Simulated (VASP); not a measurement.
Set up this calculation in VASP 6.6.1, as the native input.

```yaml
Task: single point
Functional: PBE
Potentials_or_basis: VASP PAW PBE potentials, release 64 (Al, Cu)
Cutoff: 520 eV
k_mesh: 7 × 7 × 4
Occupations: gaussian, width 0.2 eV
Spin: no spin polarisation
Dipole_correction: no
Further_INCAR_settings: ALGO = Normal; EDIFF = 1e-06; NBANDS = 16
```

The structure of Al2Cu lies in POSCAR:

```
Al2Cu
1.0
    2.0143719560     -1.9451472240     -0.1050451503
    2.0143719560      1.9451472240     -0.1050451503
   -0.7031888083      0.0000000000      5.8254003651
Al Cu
2 1
Direct
    0.1038045110      0.1038045110      0.2960534702
    0.8961954890      0.8961954890      0.7039465298
    0.5000000000      0.5000000000      0.0000000000
```

These files were run (other wordings do the same):

INCAR

```
SYSTEM = Al2Cu
PREC     = Accurate       ! precision mode
ENCUT    = 520            ! plane-wave cutoff, eV
EDIFF    = 1E-6           ! SCF threshold, eV
ISMEAR   = 0              ! smearing method
SIGMA    = 0.2            ! smearing width, eV
LREAL    = .False.        ! projectors in reciprocal space
LASPH    = .True.         ! aspherical terms in the spheres
NELM     = 60             ! most SCF steps
ALGO     = Normal         ! electronic algorithm
ISIF     = 2              ! what is computed and relaxed
LWAVE    = .False.        ! write WAVECAR
LCHARG   = .True.         ! write CHGCAR
GGA      = PE             ! functional
LELF     = .True.         ! ELF
LVHAR    = .True.       
NBANDS   = 16             ! bands
```

KPOINTS

```
regular mesh
0
Gamma
  7 7 4
  0 0 0
```

Potentials or basis: VASP PAW PBE potentials, release 64 (Al, Cu).

Launch:

```console
$ cat potpaw_PBE.64/Al/POTCAR potpaw_PBE.64/Cu/POTCAR > POTCAR
$ mpirun -np 1 vasp_std > vasp.out
```

It gave:

```yaml
Pressure: 0.0 GPa
Largest_force: 0.037 eV/Å
```

It took 38 s on 1 thread of Intel(R) Xeon(R) Platinum 8259CL CPU @ 2.50GHz (Skylake/Cascade Lake), with other jobs on the host, peak memory 0.19 GiB.
